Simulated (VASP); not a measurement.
# Nb3CdB (Pm-3m) in VASP: further runs

Runs on Nb3CdB. Level: PBE. Tasks: single point, relaxation of cell and atoms.

All numbers are computed with VASP 6.6.1; they aren't measurements. Logs are shortened: lines on timing, memory, paths and dates and some standing lists are left out, and cuts for length are marked.

## Step 1: The cell of the first run

It takes space group Pm-3m (No. 221, cubic). The conventional cell has a = 4.410 Å, b = 4.410 Å, c = 4.410 Å, α = 90.00°, β = 90.00°, γ = 90.00°. Within 2.9 Å of Nb (site symmetry 4/mmm) lie 2 Cd at 2.20 Å. Cd (site symmetry m-3m) has 6 Nb at 2.20 Å within 2.9 Å. B (site symmetry m-3m) has 12 Nb at 3.12 Å and 8 Cd at 3.82 Å within 4.1 Å.

The cell was generated, and may not be a known phase.

## Step 2: Single point, PBE

Input file INCAR:

```
PREC = Accurate ; ENCUT = 520
EDIFF = 1E-6 ; ISMEAR = 0
SIGMA = 0.1 ; LREAL = F
LASPH = T ; NELM = 100
ALGO = Normal ; ISIF = 2
LWAVE = F ; LCHARG = F
GGA = PE ; NBANDS = 35
```

Input file KPOINTS:

```
Automatic mesh
0
Gamma
  4 4 4
```

Input file POSCAR:

```
Nb3CdB
1.0
    4.4096799700      0.0000000000      0.0000000000
    0.0000000000      4.4096799700      0.0000000000
    0.0000000000      0.0000000000      4.4096799700
Nb Cd B
3 1 1
Direct
    0.0000000000      0.5000000000      0.5000000000
    0.5000000000      0.0000000000      0.5000000000
    0.5000000000      0.5000000000      0.0000000000
    0.5000000000      0.5000000000      0.5000000000
    0.0000000000      0.0000000000      0.0000000000
```

Potentials or basis: VASP PAW PBE potentials, release 64 (Nb_sv, Cd, B).

On the command line:

```
$ cat potpaw_PBE.64/Nb_sv/POTCAR potpaw_PBE.64/Cd/POTCAR potpaw_PBE.64/B/POTCAR > POTCAR
$ mpirun -np 1 vasp_std > vasp.out
```

OUTCAR:

```text
PREC = Accurate
   ENCUT = 520
   EDIFF = 1E-6
   ISMEAR = 0
   LREAL = F
   LASPH = T
   NELM = 100
   ISIF = 2
   GGA = PE

 ion  position               nearest neighbor table
   1  0.000  0.500  0.500-   4 2.20   4 2.20
   2  0.500  0.000  0.500-   4 2.20   4 2.20
   3  0.500  0.500  0.000-   4 2.20   4 2.20
   4  0.500  0.500  0.500-   1 2.20   2 2.20   3 2.20   3 2.20   2 2.20   1 2.20
   5  0.000  0.000  0.000-

  LATTYP: Found a simple cubic cell.
 ALAT       =     4.4096799700

  Lattice vectors:

 A1 = (   4.4096799700,   0.0000000000,   0.0000000000)
 A2 = (   0.0000000000,   4.4096799700,   0.0000000000)
 A3 = (   0.0000000000,   0.0000000000,   4.4096799700)

Analysis of symmetry for initial positions (statically):
=====================================================================
 Subroutine PRICEL returns:
 Original cell was already a primitive cell.

 Routine SETGRP: Setting up the symmetry group for a
 simple cubic supercell.

 Subroutine GETGRP returns: Found 48 space group operations
 (whereof 48 operations were pure point group operations)
 out of a pool of 48 trial point group operations.

The static configuration has the point symmetry O_h .

Analysis of symmetry for dynamics (positions and initial velocities):
=====================================================================
 Subroutine PRICEL returns:
 Original cell was already a primitive cell.

 Routine SETGRP: Setting up the symmetry group for a
 simple cubic supercell.

 Subroutine GETGRP returns: Found 48 space group operations
 (whereof 48 operations were pure point group operations)
 out of a pool of 48 trial point group operations.

The dynamic configuration has the point symmetry O_h .

 Subroutine INISYM returns: Found 48 space group operations
 (whereof 48 operations are pure point group operations),
 and found     1 'primitive' translations

----------------------------------------------------------------------------------------

                                     Primitive cell

  volume of cell :      85.7475

  direct lattice vectors                    reciprocal lattice vectors
     4.409679970  0.000000000  0.000000000     0.226773826  0.000000000  0.000000000
     0.000000000  4.409679970  0.000000000     0.000000000  0.226773826  0.000000000
     0.000000000  0.000000000  4.409679970     0.000000000  0.000000000  0.226773826

  length of vectors
     4.409679970  4.409679970  4.409679970     0.226773826  0.226773826  0.226773826

  position of ions in fractional coordinates (direct lattice)
     0.000000000  0.500000000  0.500000000
     0.500000000  0.000000000  0.500000000
     0.500000000  0.500000000  0.000000000
     0.500000000  0.500000000  0.500000000
     0.000000000  0.000000000  0.000000000

  ion indices of the primitive-cell ions
   primitive index   ion index
                 1           1
                 2           2
                 3           3
                 4           4
                 5           5

----------------------------------------------------------------------------------------

 KPOINTS: Automatic mesh

Automatic generation of k-mesh.
 Grid dimensions read from file:
 generate k-points for:    4    4    4

 Generating k-lattice:

  Cartesian coordinates                     Fractional coordinates (reciprocal lattice)
     0.056693457  0.000000000  0.000000000     0.250000000  0.000000000  0.000000000
     0.000000000  0.056693457  0.000000000     0.000000000  0.250000000  0.000000000
     0.000000000  0.000000000  0.056693457     0.000000000  0.000000000  0.250000000

  Length of vectors
     0.056693457  0.056693457  0.056693457

  Shift w.r.t. Gamma in fractional coordinates (k-lattice)
     0.000000000  0.000000000  0.000000000

 Subroutine IBZKPT returns following result:
 ===========================================

 Found     10 irreducible k-points:

 Following reciprocal coordinates:
            Coordinates               Weight
  0.000000  0.000000  0.000000      1.000000
  0.250000  0.000000  0.000000      6.000000
  0.500000  0.000000  0.000000      3.000000
  0.250000  0.250000  0.000000     12.000000
  0.500000  0.250000  0.000000     12.000000
  0.500000  0.500000  0.000000      3.000000
  0.250000  0.250000  0.250000      8.000000
  0.500000  0.250000  0.250000     12.000000
  0.500000  0.500000  0.250000      6.000000
  0.500000  0.500000  0.500000      1.000000
   k-points           NKPTS =     10   k-points in BZ     NKDIM =     10   number of bands    NBANDS=     35
   number of dos      NEDOS =    301   number of ions     NIONS =      5
   total plane-waves  NPLWV =  46656
   dimension x,y,z NGX =    36 NGY =   36 NGZ =   36
   dimension x,y,z NGXF=    72 NGYF=   72 NGZF=   72
   ions per type =               3   1   1
   NGX,Y,Z   is equivalent  to a cutoff of  13.57, 13.57, 13.57 a.u.
   NGXF,Y,Z  is equivalent  to a cutoff of  27.14, 27.14, 27.14 a.u.
 SYSTEM =  unknown system
   PREC   = accura    normal or accurate (medium, high low for compatibility)
   ISTART =      0    job   : 0-new  1-cont  2-samecut
   ICHARG =      2    charge: 1-file 2-atom 10-const
   ISPIN  =      1    spin polarized calculation?
   LNONCOLLINEAR =      F non collinear calculations
   LSORBIT =      F    spin-orbit coupling
   LASPH  =      T    aspherical Exc in radial PAW
   ENCUT  =  520.0 eV  38.22 Ry    6.18 a.u.   8.20  8.20  8.20*2*pi/ulx,y,z
   NELM   =    100;   NELMIN=  2; NELMDL= -5     # of ELM steps
   EDIFF  = 0.1E-05   stopping-criterion for ELM
   LREAL  =      F    real-space projection
   EDIFFG = 0.1E-04   stopping-criterion for IOM
   NSW    =      0    number of steps for IOM
   IBRION =     -1    ionic relax: 0-MD 1-quasi-New 2-CG
   NFREE  =      0    steps in history (QN), initial steepest desc. (CG)
   ISIF   =      2    stress and relaxation
   ISYM   =      2    0-nonsym 1-usesym 2-fastsym
   POTIM  = 0.5000    time-step for ionic-motion
   TEBEG  =    0.0;   TEEND  =   0.0 temperature during run
   PSTRESS=    0.0 pullay stress
   NELECT =      54.0000    total number of electrons
   NUPDOWN=      -1.0000    fix difference up-down
   EMIN   =  10.00;   EMAX   =-10.00  energy-range for DOS
   EFERMI =   0.00;   METHOD = LEGACY
   ISMEAR =     0;   SIGMA  =   0.10  broadening in eV -4-tet -1-fermi 0-gaus
   EFERMI_NEDOS =   21; number of points for ismear=-14 and -15
   IALGO  =     38    algorithm
   IMIX   =      4    mixing-type and parameters
     AMIX     =   0.40;   BMIX     =  1.00
     AMIX_MAG =   1.60;   BMIX_MAG =  1.00
  volume/ion in A,a.u.               =      17.15       115.73
  Fermi-wavevector in a.u.,A,eV,Ry     =   1.403241  2.651741 26.791042  1.969086
  Thomas-Fermi vector in A             =   2.525923
   LORBIT       =      0    0 simple, 1 ext, 2 COOP (PROOUT), +10 PAW based schemes
   GGA     = PE    functional components
   LHFCALC =     F    Hartree Fock is set to
   AEXX    =    0.0000 exact exchange contribution
   IVDW    =     0    specifies the selected vdW correction
   LEPSILON=     F    determine dielectric tensor
   LRPA    =     F    only Hartree local field effects (RPA)
 non-spin polarized calculation
 Gauss-broadening in eV      SIGMA  =   0.10
  energy-cutoff  :      520.00
  volume of cell :       85.75
 maximum number of plane-waves:      2325
 NGX is ok and might be reduce to    36
   NGX = 17   NGY = 17   NGZ = 17

 number of electron      54.0000000 magnetization

 Free energy of the ion-electron system (eV)
  ---------------------------------------------------
  ext. energy  EPLUGINS =         0.00000000
  ---------------------------------------------------
  free energy    TOTEN  =       -19.45922041 eV

  energy without entropy =      -19.44750821  energy(sigma->0) =      -19.45336431

 E-fermi :   8.3767     XC(G=0): -11.7792

 val. band max:        8.3335157782   @ k =   0.0000   0.0000   0.0000
 cond. band min:       8.4346959368   @ k =   0.5000   0.5000   0.0000
 fundamental gap:      0.1011801585
 Fermi energy:         8.3766639443

 k-point     1 :       0.0000    0.0000    0.0000
  band No.  band energies     occupation
      1     -46.6925      2.00000
      2     -46.5826      2.00000
      3     -46.5826      2.00000
      4     -23.3029      2.00000
      5     -23.3029      2.00000
      6     -23.3029      2.00000
[... 27 lines left out ...]
     34      11.9993      0.00000
     35      12.2334      0.00000

 k-point     2 :       0.2500    0.0000    0.0000
  band No.  band energies     occupation
      1     -46.6753      2.00000
      2     -46.5869      2.00000
      3     -46.5825      2.00000
      4     -23.3993      2.00000
      5     -23.2787      2.00000
      6     -23.2787      2.00000
[... 27 lines left out ...]
     34      11.3904      0.00000
     35      11.3906      0.00000

 k-point     3 :       0.5000    0.0000    0.0000
  band No.  band energies     occupation
      1     -46.6559      2.00000
      2     -46.5934      2.00000
      3     -46.5824      2.00000
      4     -23.5059      2.00000
      5     -23.2520      2.00000
      6     -23.2520      2.00000
[... 27 lines left out ...]
     34      11.9983      0.00000
     35      12.4162      0.00000

 k-point     4 :       0.2500    0.2500    0.0000
  band No.  band energies     occupation
      1     -46.6587      2.00000
      2     -46.5879      2.00000
      3     -46.5850      2.00000
      4     -23.4810      2.00000
      5     -23.2950      2.00000
      6     -23.2543      2.00000
[... 27 lines left out ...]
     34      11.1464      0.00000
     35      11.6785      0.00000

 k-point     5 :       0.5000    0.2500    0.0000
  band No.  band energies     occupation
      1     -46.6394      2.00000
      2     -46.5933      2.00000
      3     -46.5858      2.00000
      4     -23.5875      2.00000
      5     -23.2932      2.00000
      6     -23.2273      2.00000
[... 27 lines left out ...]
     34      11.1178      0.00000
     35      11.1291      0.00000

 k-point     6 :       0.5000    0.5000    0.0000
  band No.  band energies     occupation
      1     -46.6190      2.00000
      2     -46.5931      2.00000
      3     -46.5931      2.00000
      4     -23.6914      2.00000
      5     -23.3157      2.00000
      6     -23.1998      2.00000
[... 27 lines left out ...]
     34      10.7591      0.00000
     35      11.9012      0.00000

 k-point     7 :       0.2500    0.2500    0.2500
  band No.  band energies     occupation
      1     -46.6429      2.00000
      2     -46.5878      2.00000
      3     -46.5878      2.00000
      4     -23.5644      2.00000
      5     -23.2828      2.00000
      6     -23.2828      2.00000
[... 27 lines left out ...]
     34      11.6305      0.00000
     35      11.6544      0.00000

 k-point     8 :       0.5000    0.2500    0.2500
  band No.  band energies     occupation
      1     -46.6245      2.00000
      2     -46.5931      2.00000
      3     -46.5876      2.00000
      4     -23.6704      2.00000
      5     -23.2933      2.00000
      6     -23.2692      2.00000
[... 27 lines left out ...]
     34      10.9694      0.00000
     35      11.5828      0.00000

 k-point     9 :       0.5000    0.5000    0.2500
  band No.  band energies     occupation
      1     -46.6059      2.00000
      2     -46.5930      2.00000
      3     -46.5930      2.00000
      4     -23.7736      2.00000
      5     -23.3153      2.00000
      6     -23.2686      2.00000
[... 27 lines left out ...]
     34      10.9717      0.00000
     35      11.1298      0.00000

 k-point    10 :       0.5000    0.5000    0.5000
  band No.  band energies     occupation
      1     -46.5928      2.00000
      2     -46.5928      2.00000
      3     -46.5928      2.00000
      4     -23.8739      2.00000
      5     -23.3149      2.00000
      6     -23.3149      2.00000
[... 27 lines left out ...]
     34      10.5701      0.00000
     35      11.7742      0.00000

------------------------ aborting loop because EDIFF is reached ----------------------------------------

  FORCE on cell =-STRESS in cart. coord.  units (eV):
  Direction    XX          YY          ZZ          XY          YZ          ZX
  --------------------------------------------------------------------------------------
  -------------------------------------------------------------------------------------
  Total       33.1629183     33.1629183     33.1629183      0.0000000     -0.0000000      0.0000000
  in kB      619.6437985    619.6437985    619.6437985      0.0000000     -0.0000000      0.0000000
  external PRESSURE =     619.6437985 kB  Pullay stress =       0.0000000 kB

 VOLUME and BASIS-vectors are now :
 -----------------------------------------------------------------------------
  energy-cutoff  :      520.00
  volume of cell :       85.75
      direct lattice vectors                 reciprocal lattice vectors
     4.409679970  0.000000000  0.000000000     0.226773826  0.000000000  0.000000000
     0.000000000  4.409679970  0.000000000     0.000000000  0.226773826  0.000000000
     0.000000000  0.000000000  4.409679970     0.000000000  0.000000000  0.226773826

 POSITION                                       TOTAL-FORCE (eV/Angst)
 -----------------------------------------------------------------------------------
      0.00000      2.20484      2.20484         0.000000      0.000000      0.000000
      2.20484      0.00000      2.20484         0.000000      0.000000      0.000000
      2.20484      2.20484      0.00000         0.000000      0.000000      0.000000
      2.20484      2.20484      2.20484         0.000000      0.000000      0.000000
      0.00000      0.00000      0.00000         0.000000      0.000000      0.000000
 -----------------------------------------------------------------------------------
    total drift:                                0.000000      0.000000      0.000000

  FREE ENERGIE OF THE ION-ELECTRON SYSTEM (eV)
  ---------------------------------------------------
  free  energy   TOTEN  =       -19.4592204085 eV

  energy  without entropy=      -19.4475082126  energy(sigma->0) =      -19.45336431
```

It took 78 s on 1 thread of Intel Xeon 8259CL, shared host; peak memory 0.18 GiB.

Results:

| Quantity | Value |
| --- | --- |
| Free energy | -19.4592 eV |
| Pressure | 62.0 GPa |
| Band gap on the k mesh | zero (bands 27 and 28 overlap by 0.67 eV) |

Levels at points of the mesh, in eV from the Fermi level:
| k point | band 24 | band 25 | band 26 | band 27 | band 28 | band 29 | band 30 | band 31 |
| --- | --- | --- | --- | --- | --- | --- | --- | --- |
| (0.00, 0.00, 0.00) | -0.95 | -0.04 | -0.04 | -0.04 | 1.52 | 1.52 | 1.52 | 1.84 |
| (0.50, 0.00, 0.00) | -1.45 | -1.45 | -0.55 | -0.53 | 0.39 | 0.64 | 1.47 | 1.47 |
| (0.50, 0.50, 0.00) | -1.86 | -1.86 | 0.06 | 0.06 | 0.58 | 0.58 | 0.97 | 1.13 |
| (0.50, 0.50, 0.50) | -0.91 | -0.91 | -0.61 | -0.61 | -0.61 | 0.16 | 0.16 | 0.16 |

Caveat: the cell stands under pressure.

(Continued in part 2 of 3.)

The gap in the log of VASP goes by the Fermi energy; the results here count the filled bands.